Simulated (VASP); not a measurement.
Write the native input for VASP 6.6.1 that does the following.

- Task: single point
- Functional: PBE
- Potentials or basis: VASP PAW PBE potentials, release 64 (Te)
- Cutoff: 520 eV
- k mesh: 18 × 18 × 18
- Occupations: fermi-dirac, width 0.1 eV
- Spin: no spin polarisation
- Dipole correction: no
- Further INCAR settings: ALGO = Normal; EDIFF = 1e-06; NBANDS = 9

The structure of Te lies in POSCAR:

```
Te
1.0
    0.0000000000      2.3866664379      2.3866664379
    2.3866664379      0.0000000000      2.3866664379
    2.3866664379      2.3866664379      0.0000000000
Te
1
Direct
    0.0000000000      0.0000000000      0.0000000000
```

This isn't the form of Te at room conditions, which is trigonal, of chains.

One way to write it, as run:

INCAR

```
PREC = Accurate
ENCUT = 520
EDIFF = 1E-6
ISMEAR = -1
SIGMA = 0.1
LREAL = F
LASPH = T
NELM = 80
ALGO = Normal
ISIF = 2
LWAVE = F
LCHARG = T
GGA = PE
LELF = T
LVHAR = T
NBANDS = 9
```

KPOINTS

```
Automatic mesh
0
Gamma
  18 18 18
```

Potentials or basis: VASP PAW PBE potentials, release 64 (Te).

The run is started by

```console
$ cat potpaw_PBE.64/Te/POTCAR > POTCAR
$ mpirun -np 1 vasp_std > vasp.out
```

It gave:

| Item | Value |
| --- | --- |
| Pressure | 2.3 GPa |
| Band gap on the k mesh | zero (bands 3 and 4 overlap by 5.47 eV) |

Caveat: spin-orbit coupling is left out, which moves the levels of the heavy elements.

It took 20 s on 1 thread of Intel(R) Xeon(R) 6975P-C (Granite Rapids), with other jobs on the host, peak memory 0.19 GiB.
